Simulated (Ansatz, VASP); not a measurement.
This is a calculation of Zr for Ansatz 0.2.0.

Contents of input:

```
crystal:
  lattice:
    - [3.2953886421, 0.0, 0.0]
    - [-1.647694321, 2.8538902793, 0.0]
    - [0.0, 0.0, 5.247947197]
  atoms:
    - { symbol: Zr, position: [0.6666666667, 0.3333333333, 0.75] }
    - { symbol: Zr, position: [0.3333333333, 0.6666666667, 0.25] }
hamiltonian:
  xc: hse06
  pseudopotentials: { kind: paw }
kpoints:
  mp_grid: { grid: [6, 6, 4] }
scf:
  occupations: { method: fermi_dirac, width: 0.05 }
output:
  forces: true
  stress: true
  eigenvalues: true
```

Question: Translate it to VASP 6.6.1. Potentials there: VASP PAW PBE potentials, release 64 (Zr_sv).

Answer: As run (the cutoff follows the program's own potentials):

Contents of POSCAR:

```
Zr
1.0
    3.2953886421      0.0000000000      0.0000000000
   -1.6476943210      2.8538902793      0.0000000000
    0.0000000000      0.0000000000      5.2479471970
Zr
2
Direct
    0.6666666667      0.3333333333      0.7500000000
    0.3333333333      0.6666666667      0.2500000000
```

File INCAR.step1:

```
SYSTEM = Zr
ALGO = Normal ; EDIFF = 1E-5
ENCUT = 520 ; GGA = PE
ISIF = 2 ; ISMEAR = -1
LASPH = .True. ; LREAL = .False.
LWAVE = .True. ; NBANDS = 19
NELM = 60 ; PREC = Accurate
SIGMA = 0.05
```

File INCAR.step2:

```
SYSTEM = Zr
ALGO = Normal ; EDIFF = 1E-6
ENCUT = 520 ; GGA = PE
HFSCREEN = 0.2079 ; ISIF = 2
ISMEAR = -1 ; ISTART = 1
LASPH = .True. ; LCHARG = .True.
LELF = .True. ; LHFCALC = .True.
LREAL = .False. ; LVHAR = .True.
LWAVE = .False. ; NBANDS = 19
NELM = 60 ; PREC = Accurate
PRECFOCK = Normal ; SIGMA = 0.05
```

File KPOINTS:

```
k-points
0
Gamma
  6 6 4
  0 0 0
```

Potentials or basis: VASP PAW PBE potentials, release 64 (Zr_sv).

Run with:

```bash
$ cat potpaw_PBE.64/Zr_sv/POTCAR > POTCAR
$ cp INCAR.step1 INCAR
$ mpirun -np 1 vasp_std > vasp.out
$ cp INCAR.step2 INCAR
$ mpirun -np 1 vasp_std > vasp.out
```

Both were run:

|  | VASP | Ansatz | Ansatz less VASP |
| --- | --- | --- | --- |
| gap on the k mesh at the Fermi level (eV) | none | none | - |
| pressure (GPa) | -4.4 | -4.4 | -0.02 |
| traceless stress, the component that is largest in VASP (GPa) | 0.25 | 0.23 | -0.016 |

A gap of «none» marks a metal or a gap that the smearing closes.

The k mesh is coarse, so the values compare programs but aren't converged.
